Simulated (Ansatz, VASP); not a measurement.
# AlInAsP3 in VASP and in Ansatz

```
Al In P As
1.0
     5.19418    0.00000    0.00000
    -2.59709    4.49829    0.00000
     0.00000    0.00000    5.19623
Al In P As
1 1 3 1
Cartesian
  0.0000 2.9989 0.0000
  0.0000 0.0000 0.0000
  1.0964 3.6319 2.5981
  -1.0964 3.6319 2.5981
  0.0000 1.7329 2.5981
  2.5971 1.4994 0.0000
```

Change from the starting cell: species swapped into the LaAlCuNi3 type (P-6m2, No. 187).

Alike in both runs: functional PBE; k mesh 12 × 12 × 8; occupations gaussian, width 0.1 eV; no spin polarisation.

Ansatz relaxed the structure, and its values are those at the end. VASP's run is a single point on that final structure, the one shown.

|  | VASP | Ansatz |
| --- | --- | --- |
| version | VASP 6.6.1 | Ansatz 0.2.0 |
| potentials or method | VASP PAW PBE potentials, release 64 (Al, In_d, P, As), cutoff 500 eV | scalar-relativistic, plane waves, PAW |
| valence electrons in the cell | 36 | 46 |

|  | VASP | Ansatz | Ansatz less VASP |
| --- | --- | --- | --- |
| gap on the k mesh at the Fermi level (eV) | none | none | - |
| pressure (GPa) | -0.2 | 0.0 | +0.14 |
| rms of the force components (eV/Å) | 0.040 | 0.000 | -0.0394 |

A gap of «none» marks a metal or a gap that the smearing closes. With one functional, cell and mesh, what is left measures potentials, basis and numerics. VASP's potentials hold 36 valence electrons a cell and Ansatz's 46, so a difference there can come from the potentials and not from the codes.
